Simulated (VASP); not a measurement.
Input of a VASP 6.6.1 run:

File INCAR:

```
SYSTEM = Re
ALGO = Normal
EDIFF = 1E-8
ENCUT = 600
GGA = PS
IBRION = 6
ISIF = 3
ISMEAR = -1
LASPH = .TRUE.
LCHARG = .FALSE.
LREAL = .FALSE.
LWAVE = .FALSE.
NBANDS = 14
NELM = 100
NFREE = 2
NSW = 1
POTIM = 0.015
PREC = Accurate
SIGMA = 0.05
```

The input KPOINTS:

```
k-points
0
G
  8 8 5
  0 0 0
```

Contents of POSCAR:

```
Re
1.0
    2.7608000000      0.0000000000      0.0000000000
   -1.3804000000      2.3909229348      0.0000000000
    0.0000000000      0.0000000000      4.4582000000
Re
2
Direct
    0.6666666667      0.3333333333      0.7500000000
    0.3333333333      0.6666666667      0.2500000000
```

Potentials or basis: VASP PAW PBE potentials, release 64 (Re).

Run with:

```sh
$ cat potpaw_PBE.64/Re/POTCAR > POTCAR
$ mpirun -np 1 vasp_std > vasp.out
```

Question: What does it give for the Voigt bulk modulus?

Answer: 387 GPa.

Question: Predict the highest phonon frequency at Γ.

Answer: 130 cm⁻¹.

Elastic tensor in Voigt notation (GPa, in the Cartesian axes of the cell as first typed):
```
689 262 200   0   0   0
262 689 200   0   0   0
200 200 780   0   0   0
  0   0   0 180   0   0
  0   0   0   0 180   0
  0   0   0   0   0 213
```

Caveat: the cell is under stress, which shifts elastic constants; the PAW data sets were made with another functional, which shifts forces and pressure a little.
